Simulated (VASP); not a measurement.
# Li4GePb (P4/mmm) in VASP: further runs

Li4GePb is run at these levels: PBE; tasks: single point.

All numbers are computed with VASP 6.6.1; they aren't measurements. Logs are shortened: lines on timing, memory, paths and dates and some standing lists are left out, and cuts for length are marked.

### 1 The cell of the first run

The structure is tetragonal, space group P4/mmm (No. 123). The conventional cell has a = 6.714 Å, b = 6.714 Å, c = 3.063 Å, α = 90.00°, β = 90.00°, γ = 90.00°. Within 3.6 Å of Li (site symmetry m2m) lie 2 Ge at 2.69 Å and 2 Pb at 2.97 Å and 6 Li at 3.06 to 3.59 Å. Ge (site symmetry 4/mmm) has 8 Li at 2.69 Å and 2 Ge at 3.06 Å within 3.5 Å. Within 3.9 Å of Pb (site symmetry 4/mmm) lie 8 Li at 2.97 Å and 2 Pb at 3.06 Å.

### 2 Single point, PBE

File INCAR:

```
  ALGO = Fast
  EDIFF = 1E-6
  ENCUT = 520
  GGA = PE
  ISIF = 2
  ISMEAR = 0
  LASPH = True
  LCHARG = True
  LELF = True
  LREAL = False
  LVHAR = True
  LWAVE = False
  NBANDS = 29
  NELM = 100
  PREC = Accurate
  SIGMA = 0.1
```

File KPOINTS:

```
k-points
0
Gamma
  6 6 12
```

File POSCAR:

```
Li4GePb
1.0
    6.7141850958      0.0000000000      0.0000000000
    0.0000000000      6.7141850958      0.0000000000
    0.0000000000      0.0000000000      3.0634172507
Li Ge Pb
4 1 1
Direct
    0.7675052418      0.2324947582      0.5000000000
    0.7675052418      0.7675052418      0.5000000000
    0.2324947582      0.7675052418      0.5000000000
    0.2324947582      0.2324947582      0.5000000000
    0.0000000000      0.0000000000      0.0000000000
    0.5000000000      0.5000000000      0.0000000000
```

Potentials or basis: VASP PAW PBE potentials, release 64 (Li_sv, Ge_d, Pb_d).

Command:

```bash
$ cat potpaw_PBE.64/Li_sv/POTCAR potpaw_PBE.64/Ge_d/POTCAR potpaw_PBE.64/Pb_d/POTCAR > POTCAR
$ mpirun -np 1 vasp_std > vasp.out
```

OUTCAR:

```text
EDIFF = 1E-6
   ENCUT = 520
   GGA = PE
   ISIF = 2
   ISMEAR = 0
   LASPH = True
   LREAL = False
   NELM = 100
   PREC = Accurate

 ion  position               nearest neighbor table
   1  0.768  0.232  0.500-   5 2.69   5 2.69   6 2.97   6 2.97
   2  0.768  0.768  0.500-   5 2.69   5 2.69   6 2.97   6 2.97
   3  0.232  0.768  0.500-   5 2.69   5 2.69   6 2.97   6 2.97
   4  0.232  0.232  0.500-   5 2.69   5 2.69   6 2.97   6 2.97
   5  0.000  0.000  0.000-   1 2.69   2 2.69   3 2.69   4 2.69   1 2.69   2 2.69   3 2.69   4 2.69

   6  0.500  0.500  0.000-   1 2.97   2 2.97   3 2.97   4 2.97   1 2.97   2 2.97   3 2.97   4 2.97

  LATTYP: Found a simple tetragonal cell.
 ALAT       =     6.7141850958
 C/A-ratio  =     0.4562604705

  Lattice vectors:

 A1 = (   6.7141850958,   0.0000000000,   0.0000000000)
 A2 = (   0.0000000000,   6.7141850958,   0.0000000000)
 A3 = (   0.0000000000,   0.0000000000,   3.0634172507)

Analysis of symmetry for initial positions (statically):
=====================================================================
 Subroutine PRICEL returns:
 Original cell was already a primitive cell.

 Routine SETGRP: Setting up the symmetry group for a
 simple tetragonal supercell.

 Subroutine GETGRP returns: Found 16 space group operations
 (whereof 16 operations were pure point group operations)
 out of a pool of 16 trial point group operations.

The static configuration has the point symmetry D_4h.

Analysis of symmetry for dynamics (positions and initial velocities):
=====================================================================
 Subroutine PRICEL returns:
 Original cell was already a primitive cell.

 Routine SETGRP: Setting up the symmetry group for a
 simple tetragonal supercell.

 Subroutine GETGRP returns: Found 16 space group operations
 (whereof 16 operations were pure point group operations)
 out of a pool of 16 trial point group operations.

The dynamic configuration has the point symmetry D_4h.

 Subroutine INISYM returns: Found 16 space group operations
 (whereof 16 operations are pure point group operations),
 and found     1 'primitive' translations

----------------------------------------------------------------------------------------

                                     Primitive cell

  volume of cell :     138.0997

  direct lattice vectors                    reciprocal lattice vectors
     6.714185096  0.000000000  0.000000000     0.148938402  0.000000000  0.000000000
     0.000000000  6.714185096  0.000000000     0.000000000  0.148938402  0.000000000
     0.000000000  0.000000000  3.063417251     0.000000000  0.000000000  0.326432842

  length of vectors
     6.714185096  6.714185096  3.063417251     0.148938402  0.148938402  0.326432842

  position of ions in fractional coordinates (direct lattice)
     0.767505242  0.232494758  0.500000000
     0.767505242  0.767505242  0.500000000
     0.232494758  0.767505242  0.500000000
     0.232494758  0.232494758  0.500000000
     0.000000000  0.000000000  0.000000000
     0.500000000  0.500000000  0.000000000

  ion indices of the primitive-cell ions
   primitive index   ion index
                 1           1
                 2           2
                 3           3
                 4           4
                 5           5
                 6           6

----------------------------------------------------------------------------------------

 KPOINTS: k-points

Automatic generation of k-mesh.
 Grid dimensions read from file:
 generate k-points for:    6    6   12

 Generating k-lattice:

  Cartesian coordinates                     Fractional coordinates (reciprocal lattice)
     0.024823067  0.000000000  0.000000000     0.166666667  0.000000000  0.000000000
     0.000000000  0.024823067  0.000000000     0.000000000  0.166666667  0.000000000
     0.000000000  0.000000000  0.027202737     0.000000000  0.000000000  0.083333333

  Length of vectors
     0.024823067  0.024823067  0.027202737

  Shift w.r.t. Gamma in fractional coordinates (k-lattice)
     0.000000000  0.000000000  0.000000000

 Subroutine IBZKPT returns following result:
 ===========================================

 Found     70 irreducible k-points:

 Following reciprocal coordinates:
            Coordinates               Weight
  0.000000  0.000000  0.000000      1.000000
  0.166667  0.000000  0.000000      4.000000
  0.333333  0.000000  0.000000      4.000000
  0.500000  0.000000  0.000000      2.000000
  0.166667  0.166667  0.000000      4.000000
  0.333333  0.166667  0.000000      8.000000
[... 16 lines left out ...]
  0.333333  0.000000  0.166667      8.000000
  0.500000  0.000000  0.166667      4.000000
 [... further k-points ...]
   k-points           NKPTS =     70   k-points in BZ     NKDIM =     70   number of bands    NBANDS=     29
   number of dos      NEDOS =    301   number of ions     NIONS =      6
   total plane-waves  NPLWV =  60000
   dimension x,y,z NGX =    50 NGY =   50 NGZ =   24
   dimension x,y,z NGXF=   100 NGYF=  100 NGZF=   48
   ions per type =               4   1   1
   NGX,Y,Z   is equivalent  to a cutoff of  12.38, 12.38, 13.02 a.u.
   NGXF,Y,Z  is equivalent  to a cutoff of  24.76, 24.76, 26.05 a.u.
 SYSTEM =  unknown system
   PREC   = accura    normal or accurate (medium, high low for compatibility)
   ISTART =      0    job   : 0-new  1-cont  2-samecut
   ICHARG =      2    charge: 1-file 2-atom 10-const
   ISPIN  =      1    spin polarized calculation?
   LNONCOLLINEAR =      F non collinear calculations
   LSORBIT =      F    spin-orbit coupling
   LASPH  =      T    aspherical Exc in radial PAW
   ENCUT  =  520.0 eV  38.22 Ry    6.18 a.u.  12.48 12.48  5.70*2*pi/ulx,y,z
   NELM   =    100;   NELMIN=  2; NELMDL= -5     # of ELM steps
   EDIFF  = 0.1E-05   stopping-criterion for ELM
   LREAL  =      F    real-space projection
   EDIFFG = 0.1E-04   stopping-criterion for IOM
   NSW    =      0    number of steps for IOM
   IBRION =     -1    ionic relax: 0-MD 1-quasi-New 2-CG
   NFREE  =      0    steps in history (QN), initial steepest desc. (CG)
   ISIF   =      2    stress and relaxation
   ISYM   =      2    0-nonsym 1-usesym 2-fastsym
   POTIM  = 0.5000    time-step for ionic-motion
   TEBEG  =    0.0;   TEEND  =   0.0 temperature during run
   PSTRESS=    0.0 pullay stress
   NELECT =      40.0000    total number of electrons
   NUPDOWN=      -1.0000    fix difference up-down
   EMIN   =  10.00;   EMAX   =-10.00  energy-range for DOS
   EFERMI =   0.00;   METHOD = LEGACY
   ISMEAR =     0;   SIGMA  =   0.10  broadening in eV -4-tet -1-fermi 0-gaus
   EFERMI_NEDOS =   21; number of points for ismear=-14 and -15
   IALGO  =     68    algorithm
   IMIX   =      4    mixing-type and parameters
     AMIX     =   0.40;   BMIX     =  1.00
     AMIX_MAG =   1.60;   BMIX_MAG =  1.00
  volume/ion in A,a.u.               =      23.02       155.32
  Fermi-wavevector in a.u.,A,eV,Ry     =   1.083172  2.046897 15.963179  1.173261
  Thomas-Fermi vector in A             =   2.219231
   LORBIT       =      0    0 simple, 1 ext, 2 COOP (PROOUT), +10 PAW based schemes
   GGA     = PE    functional components
   LHFCALC =     F    Hartree Fock is set to
   AEXX    =    0.0000 exact exchange contribution
   IVDW    =     0    specifies the selected vdW correction
   LEPSILON=     F    determine dielectric tensor
   LRPA    =     F    only Hartree local field effects (RPA)
 non-spin polarized calculation
 RMM-DIIS sequential band-by-band and
 Gauss-broadening in eV      SIGMA  =   0.10
  energy-cutoff  :      520.00
  volume of cell :      138.10
 maximum number of plane-waves:      3751
 NGX is ok and might be reduce to    50
   NGX = 25   NGY = 25   NGZ = 11

 number of electron      40.0000001 magnetization

 Free energy of the ion-electron system (eV)
  ---------------------------------------------------
  ext. energy  EPLUGINS =         0.00000000
  ---------------------------------------------------
  free energy    TOTEN  =       -16.85333854 eV

  energy without entropy =      -16.84591130  energy(sigma->0) =      -16.84962492

 E-fermi :   2.1710     XC(G=0):  -7.9204

 val. band max:        2.1548557706   @ k =   0.1667   0.1667   0.5000
 cond. band min:       2.2133151868   @ k =   0.0000   0.0000   0.0000
 fundamental gap:      0.0584594162
 Fermi energy:         2.1710446717

 k-point     1 :       0.0000    0.0000    0.0000
  band No.  band energies     occupation
      1     -44.0599      2.00000
      2     -44.0569      2.00000
      3     -44.0569      2.00000
      4     -44.0540      2.00000
      5     -21.5920      2.00000
      6     -21.5242      2.00000
[... 21 lines left out ...]
     28      10.3653      0.00000
     29      10.4411      0.00000

 k-point     2 :       0.1667    0.0000    0.0000
  band No.  band energies     occupation
      1     -44.0598      2.00000
      2     -44.0570      2.00000
      3     -44.0568      2.00000
      4     -44.0541      2.00000
      5     -21.5920      2.00000
      6     -21.5242      2.00000
[... 21 lines left out ...]
     28       9.6273      0.00000
     29      10.0651      0.00000

 k-point     3 :       0.3333    0.0000    0.0000
  band No.  band energies     occupation
      1     -44.0596      2.00000
      2     -44.0572      2.00000
      3     -44.0565      2.00000
      4     -44.0543      2.00000
      5     -21.5920      2.00000
      6     -21.5242      2.00000
[... 21 lines left out ...]
     28       9.0689      0.00000
     29       9.9421      0.00000

 k-point     4 :       0.5000    0.0000    0.0000
  band No.  band energies     occupation
      1     -44.0595      2.00000
      2     -44.0574      2.00000
      3     -44.0565      2.00000
      4     -44.0544      2.00000
      5     -21.5920      2.00000
      6     -21.5242      2.00000
[... 597 lines left out ...]
     28       9.6323      0.00000
     29       9.8810      0.00000

 k-point    23 :       0.3333    0.0000    0.1667
  band No.  band energies     occupation
      1     -44.0580      2.00000
      2     -44.0557      2.00000
      3     -44.0550      2.00000
      4     -44.0528      2.00000
      5     -21.5731      2.00000
      6     -21.5308      2.00000
[... 21 lines left out ...]
     28       8.5771      0.00000
     29       9.2345      0.00000

 k-point    24 :       0.5000    0.0000    0.1667
  band No.  band energies     occupation
      1     -44.0579      2.00000
      2     -44.0558      2.00000
      3     -44.0549      2.00000
      4     -44.0529      2.00000
      5     -21.5731      2.00000
      6     -21.5308      2.00000
[... 21 lines left out ...]
     28       7.9339      0.00000
     29       9.4256      0.00000

 [... further k-points ...]
[... 5 lines left out ...]
  --------------------------------------------------------------------------------------
  -------------------------------------------------------------------------------------
  Total       -0.0821972     -0.0821972     -0.0536705      0.0000000      0.0000000     -0.0000000
  in kB       -0.9536189     -0.9536189     -0.6226639      0.0000000      0.0000000     -0.0000000
  external PRESSURE =      -0.8433006 kB  Pullay stress =       0.0000000 kB

 VOLUME and BASIS-vectors are now :
 -----------------------------------------------------------------------------
  energy-cutoff  :      520.00
  volume of cell :      138.10
      direct lattice vectors                 reciprocal lattice vectors
     6.714185096  0.000000000  0.000000000     0.148938402  0.000000000  0.000000000
     0.000000000  6.714185096  0.000000000     0.000000000  0.148938402  0.000000000
     0.000000000  0.000000000  3.063417251     0.000000000  0.000000000  0.326432842

 POSITION                                       TOTAL-FORCE (eV/Angst)
 -----------------------------------------------------------------------------------
      5.15317      1.56101      1.53171        -0.000692      0.000692      0.000000
      5.15317      5.15317      1.53171        -0.000692     -0.000692      0.000000
      1.56101      5.15317      1.53171         0.000692     -0.000692     -0.000000
      1.56101      1.56101      1.53171         0.000692      0.000692      0.000000
      0.00000      0.00000      0.00000        -0.000000     -0.000000      0.000000
      3.35709      3.35709      0.00000        -0.000000     -0.000000      0.000000
 -----------------------------------------------------------------------------------
    total drift:                                0.000000     -0.000000      0.000000

  FREE ENERGIE OF THE ION-ELECTRON SYSTEM (eV)
  ---------------------------------------------------
  free  energy   TOTEN  =       -16.8533385360 eV

  energy  without entropy=      -16.8459112980  energy(sigma->0) =      -16.84962492
```

Wall time 11 min (1 thread of AMD EPYC 9R45 (Zen 5), shared host); peak memory 0.39 GiB.

Results:

* Free energy: -16.8533 eV
* Band gap on the k mesh: zero (bands 20 and 21 overlap by 0.41 eV)

Caveat: the cutoff is under 1.25 times the usual one of these potentials, so pressure, stress and relaxed cells hold a basis-set (Pulay) error; spin-orbit coupling is left out, which moves the levels of the heavy elements.

### 3 Single point, PBE

File INCAR:

```
PREC     = Accurate       # precision mode
ENCUT    = 520            # plane-wave cutoff, eV
EDIFF    = 1E-6           # SCF threshold, eV
ISMEAR   = 0              # smearing method
SIGMA    = 0.1            # smearing width, eV
LREAL    = False          # projectors in reciprocal space
LASPH    = True           # aspherical terms in the spheres
NELM     = 80             # most SCF steps
ALGO     = Fast           # electronic algorithm
ISIF     = 2              # what is computed and relaxed
LWAVE    = False          # write WAVECAR
LCHARG   = False          # write CHGCAR
GGA      = PE             # functional
NBANDS   = 29             # bands
```

File KPOINTS:

```
regular mesh
0
Gamma
  8 8 10
```

File POSCAR:

```
Li4GePb
1.0
    6.7455993701      0.0000000000      0.0000000000
    0.0000000000      6.7455993701      0.0000000000
    0.0000000000      0.0000000000      3.0365102546
Li Ge Pb
4 1 1
Direct
    0.7725350023      0.2274649977      0.5000000000
    0.7725350023      0.7725350023      0.5000000000
    0.2274649977      0.7725350023      0.5000000000
    0.2274649977      0.2274649977      0.5000000000
    0.0000000000      0.0000000000      0.0000000000
    0.5000000000      0.5000000000      0.0000000000
```

Potentials or basis: VASP PAW PBE potentials, release 64 (Li_sv, Ge_d, Pb_d).

Command:

```bash
$ cat potpaw_PBE.64/Li_sv/POTCAR potpaw_PBE.64/Ge_d/POTCAR potpaw_PBE.64/Pb_d/POTCAR > POTCAR
$ mpirun -np 1 vasp_std > vasp.out
```

Wall time 13 min (1 thread of AMD EPYC 9R45 (Zen 5), shared host); peak memory 0.45 GiB.

The run converged. Its results:

- Free energy: -16.8193 eV
- Band gap on the k mesh: zero (bands 20 and 21 overlap by 0.50 eV)

Levels at points of the mesh, in eV from the Fermi level:
```
           k point  band 18  band 19  band 20  band 21  band 22  band 23
(0.00, 0.00, 0.00)    -2.34    -1.41    -1.41    -0.08     0.86     3.57
(0.50, 0.00, 0.00)    -2.17    -2.08    -1.78     1.87     2.09     3.94
(0.50, 0.50, 0.00)    -3.05    -1.00    -1.00     2.88     3.07     3.28
(0.00, 0.00, 0.50)    -2.85    -0.48    -0.48     2.04     2.04     3.23
(0.50, 0.00, 0.50)    -2.84     0.06     0.08     0.56     0.60     2.90
(0.50, 0.50, 0.50)    -2.83    -0.81    -0.81     2.30     2.30     2.51
```

Caveat: the cutoff is under 1.25 times the usual one of these potentials, so pressure, stress and relaxed cells hold a basis-set (Pulay) error; spin-orbit coupling is left out, which moves the levels of the heavy elements.

The gap in the log of VASP goes by the Fermi energy; the results here count the filled bands.